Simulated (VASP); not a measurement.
# Ge (Cmmm) in VASP: a series of runs, part 2 of 2

VASP 6.6.1. Earlier steps stand in the parts before.

## (7) Single point, LDA

INCAR reads:

```
SYSTEM = Ge
PREC = Accurate
ENCUT = 520
EDIFF = 1E-6
ISMEAR = 1
SIGMA = 0.1
LREAL = .FALSE.
LASPH = .TRUE.
NELM = 100
ALGO = Normal
ISIF = 2
LWAVE = .FALSE.
LCHARG = .FALSE.
NBANDS = 13
```

KPOINTS reads:

```
regular mesh
0
G
  11 11 10
  0 0 0
```

POSCAR reads:

```
Ge
1.0
    1.3971490000     -2.6005160000      0.0000000000
    1.3971490000      2.6005160000      0.0000000000
    0.0000000000      0.0000000000      2.6982310000
Ge
1
Direct
    0.5000000000      0.5000000000      0.0000000000
```

Potentials or basis: VASP PAW LDA potentials, release 64 (Ge_d).

Run with:

```sh
cat potpaw_LDA.64/Ge_d/POTCAR > POTCAR
mpirun -np 1 vasp_std > vasp.out
```

OUTCAR:

```text
SYSTEM = Ge
   PREC = Accurate
   ENCUT = 520
   EDIFF = 1E-6
   ISMEAR = 1
   LREAL = .FALSE.
   LASPH = .TRUE.
   NELM = 100
   ISIF = 2

 ion  position               nearest neighbor table
   1  0.500  0.500  0.000-

  LATTYP: Found a base centered orthorhombic cell.
 ALAT       =     2.7942980000
 B/A-ratio  =     1.8613018368
 C/A-ratio  =     0.9656203454

  Lattice vectors:

 A1 = (   1.3971490000,  -2.6005160000,   0.0000000000)
 A2 = (   1.3971490000,   2.6005160000,   0.0000000000)
 A3 = (   0.0000000000,   0.0000000000,   2.6982310000)

Analysis of symmetry for initial positions (statically):
=====================================================================
 Subroutine PRICEL returns:
 Original cell was already a primitive cell.

 Routine SETGRP: Setting up the symmetry group for a
 base centered orthorhombic supercell.

 Subroutine GETGRP returns: Found  8 space group operations
 (whereof  8 operations were pure point group operations)
 out of a pool of  8 trial point group operations.

The static configuration has the point symmetry D_2h.

Analysis of symmetry for dynamics (positions and initial velocities):
=====================================================================
 Subroutine PRICEL returns:
 Original cell was already a primitive cell.

 Routine SETGRP: Setting up the symmetry group for a
 base centered orthorhombic supercell.

 Subroutine GETGRP returns: Found  8 space group operations
 (whereof  8 operations were pure point group operations)
 out of a pool of  8 trial point group operations.

The dynamic configuration has the point symmetry D_2h.

 Subroutine INISYM returns: Found  8 space group operations
 (whereof  8 operations are pure point group operations),
 and found     1 'primitive' translations

----------------------------------------------------------------------------------------

                                     Primitive cell

  volume of cell :      19.6070

[... 109 lines left out ...]
  Thomas-Fermi vector in A             =   2.579353
   LORBIT       =      0    0 simple, 1 ext, 2 COOP (PROOUT), +10 PAW based schemes
   GGA     = CA    functional components
   LHFCALC =     F    Hartree Fock is set to
   AEXX    =    0.0000 exact exchange contribution
   IVDW    =     0    specifies the selected vdW correction
   LEPSILON=     F    determine dielectric tensor
   LRPA    =     F    only Hartree local field effects (RPA)
 non-spin polarized calculation
 Methfessel and Paxton  Order N= 1 SIGMA  =   0.10
  energy-cutoff  :      520.00
  volume of cell :       19.61
 maximum number of plane-waves:       542
 NGX is ok and might be reduce to    24
   NGX = 11   NGY = 11   NGZ = 11

 number of electron      14.0000003 magnetization

 Free energy of the ion-electron system (eV)
  ---------------------------------------------------
  ext. energy  EPLUGINS =         0.00000000
  ---------------------------------------------------
  free energy    TOTEN  =        -4.96010927 eV

  energy without entropy =       -4.96008751  energy(sigma->0) =       -4.96010202

 E-fermi :   5.9045     XC(G=0): -11.3208

 val. band max:        5.8946918930   @ k =   0.4545   0.0909   0.4000
 cond. band min:       5.9180689123   @ k =   0.3636   0.1818   0.1000
 fundamental gap:      0.0233770193
 Fermi energy:         5.9045124148

 k-point     1 :       0.0000    0.0000    0.0000
  band No.  band energies     occupation
      1     -18.8787      2.00000
      2     -18.8249      2.00000
      3     -18.7741      2.00000
      4     -18.6683      2.00000
      5     -18.6481      2.00000
      6      -6.9256      2.00000
      7      12.5381      0.00000
      8      12.9714      0.00000
      9      14.4660      0.00000
     10      16.2027      0.00000
     11      18.4782      0.00000
     12      20.8196      0.00000
     13      20.9977      0.00000
[... 354 lines left out ...]
  band No.  band energies     occupation
      1     -18.8701      2.00000
      2     -18.8207      2.00000
      3     -18.7492      2.00000
      4     -18.6800      2.00000
      5     -18.6504      2.00000
      6      -6.2212      2.00000
      7       8.1524      0.00000
      8      13.0680      0.00000
      9      13.1932      0.00000
     10      16.6375      0.00000
     11      18.0974      0.00000
     12      23.6807      0.00000
     13      23.7806      0.00000

 [... further k-points ...]
[... 5 lines left out ...]
  --------------------------------------------------------------------------------------
  -------------------------------------------------------------------------------------
  Total       -0.5269984     -0.9319729     -0.6577855      0.0000000      0.0000000      0.0000000
  in kB      -43.0634204    -76.1557155    -53.7506194      0.0000000      0.0000000      0.0000000
  external PRESSURE =     -57.6565851 kB  Pullay stress =       0.0000000 kB

 VOLUME and BASIS-vectors are now :
 -----------------------------------------------------------------------------
  energy-cutoff  :      520.00
  volume of cell :       19.61
      direct lattice vectors                 reciprocal lattice vectors
     1.397149000 -2.600516000  0.000000000     0.357871637 -0.192269534  0.000000000
     1.397149000  2.600516000  0.000000000     0.357871637  0.192269534  0.000000000
     0.000000000  0.000000000  2.698231000     0.000000000  0.000000000  0.370613191

 POSITION                                       TOTAL-FORCE (eV/Angst)
 -----------------------------------------------------------------------------------
      1.39715      0.00000      0.00000         0.000000      0.000000      0.000000
 -----------------------------------------------------------------------------------
    total drift:                               -0.000000     -0.000000     -0.000000

  FREE ENERGIE OF THE ION-ELECTRON SYSTEM (eV)
  ---------------------------------------------------
  free  energy   TOTEN  =        -4.9601092670 eV

  energy  without entropy=       -4.9600875115  energy(sigma->0) =       -4.96010202
```

OSZICAR:

```text
N       E                     dE             d eps       ncg     rms          rms(c)
DAV:   1     0.635432596834E+02    0.63543E+02   -0.72117E+03  6109   0.287E+03
DAV:   2     0.860563292608E+00   -0.62683E+02   -0.59883E+02  5906   0.413E+02
DAV:   3    -0.489311757362E+01   -0.57537E+01   -0.57269E+01  6521   0.734E+01
DAV:   4    -0.497755837313E+01   -0.84441E-01   -0.84430E-01  6351   0.968E+00
DAV:   5    -0.497841993606E+01   -0.86156E-03   -0.86156E-03  6614   0.108E+00    0.136E+00
DAV:   6    -0.496546416302E+01    0.12956E-01   -0.86832E-03  6956   0.194E+00    0.751E-01
DAV:   7    -0.496028536445E+01    0.51788E-02   -0.60818E-03  7420   0.133E+00    0.743E-02
DAV:   8    -0.496011250508E+01    0.17286E-03   -0.60310E-04  6876   0.542E-01    0.256E-02
DAV:   9    -0.496010938758E+01    0.31175E-05   -0.12799E-05  7152   0.525E-02    0.686E-03
DAV:  10    -0.496010926704E+01    0.12053E-06   -0.51886E-07  4514   0.921E-03
   1 F= -.49601093E+01 E0= -.49601020E+01  d E =-.217555E-04
```

Run time: 28 s. Hardware: 1 thread of AMD EPYC 9R45 (Zen 5), shared host; peak memory 0.12 GiB.

What came out:

* Free energy: -4.9601 eV
* Pressure: -5.8 GPa
* Band gap on the k mesh: zero (band 7 reaches 12.54 eV, above the bottom of band 8 at 3.56 eV)

Stress tensor (GPa, compression positive):
```
-4.31  0.00  0.00
 0.00 -7.62  0.00
 0.00  0.00 -5.38
```

## (8) Summary

| k mesh | gap on the mesh (eV) | pressure (GPa) |
| --- | --- | --- |
| 3 × 3 × 3 | none | -7.9 |
| 4 × 4 × 4 | none | -4.0 |
| 6 × 6 × 5 | none | -3.8 |
| 7 × 7 × 7 | none | -6.0 |
| 9 × 9 × 8 | none | -5.6 |
| 11 × 11 × 10 | none | -5.8 |

Alike in all rows: task single point; level LDA; potentials or basis VASP PAW LDA potentials, release 64 (Ge_d); no spin polarisation; cell as given; cutoff (eV) 520; smearing methfessel-paxton 0.1 eV.

Caveats: some runs use coarse meshes.

Absolute energies hang on the potentials; compare differences alone.
